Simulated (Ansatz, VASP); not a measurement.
## WO: VASP beside Ansatz

```xyz
2
Lattice="0.0000 2.1785 2.1785 2.1785 0.0000 2.1785 2.1785 2.1785 0.0000" Properties=species:S:1:pos:R:3 pbc="T T T"
W     0.0000    0.0000    0.0000
O     1.0892    1.0892    1.0892
```

Alike in both runs: task single point; functional PBE; k mesh 8 × 8 × 8; occupations gaussian, width 0.1 eV; collinear spin; Hubbard terms W d U = 6.2 eV.

```csv
,VASP,Ansatz
version,VASP 6.6.1,Ansatz 0.2.0
potentials or method,"VASP PAW PBE potentials, release 64 (W_sv, O), cutoff 520 eV","scalar-relativistic, plane waves, PAW"
valence electrons in the cell,20,20
```

```csv
,VASP,Ansatz,Ansatz less VASP
net moment per atom (μB),0.03,1.00,+0.972
size of the moment on the site where the two differ most (μB),0.05,0.78,+0.729
```

The net moments are unlike, so the other rows may belong to different states. Site moments also hang on the region over which each program counts them. The programs project onto different local orbitals, so the same U acts differently, and such runs can settle in different states.

Spin-orbit coupling is off throughout.
